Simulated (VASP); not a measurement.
Input of a VASP 6.6.1 run:

Contents of INCAR:

```
ALGO = Fast ; EDIFF = 1E-7
ENCUT = 520 ; GGA = CA
ISIF = 2 ; ISMEAR = 1
LASPH = T ; LCHARG = T
LELF = T ; LREAL = F
LVHAR = T ; LWAVE = F
NBANDS = 12 ; NELM = 60
PREC = Accurate ; SIGMA = 0.05
```

File KPOINTS:

```
k-points
0
Gamma
  9 9 9
```

File POSCAR:

```
Cd
1.0
    0.0000000000      2.2181497500      2.2181497500
    2.2181497500      0.0000000000      2.2181497500
    2.2181497500      2.2181497500      0.0000000000
Cd
1
Direct
    0.0000000000      0.0000000000      0.0000000000
```

Potentials or basis: VASP PAW LDA potentials, release 64 (Cd).

Command:

```console
$ cat potpaw_LDA.64/Cd/POTCAR > POTCAR
$ mpirun -np 1 vasp_std > vasp.out
```

**Question.** Estimate the pressure.

**Answer.** -4.3 GPa.

**Question.** Estimate the band gap on the k mesh.

**Answer.** Zero (band 6 reaches 3.31 eV, above the bottom of band 7 at 1.65 eV).
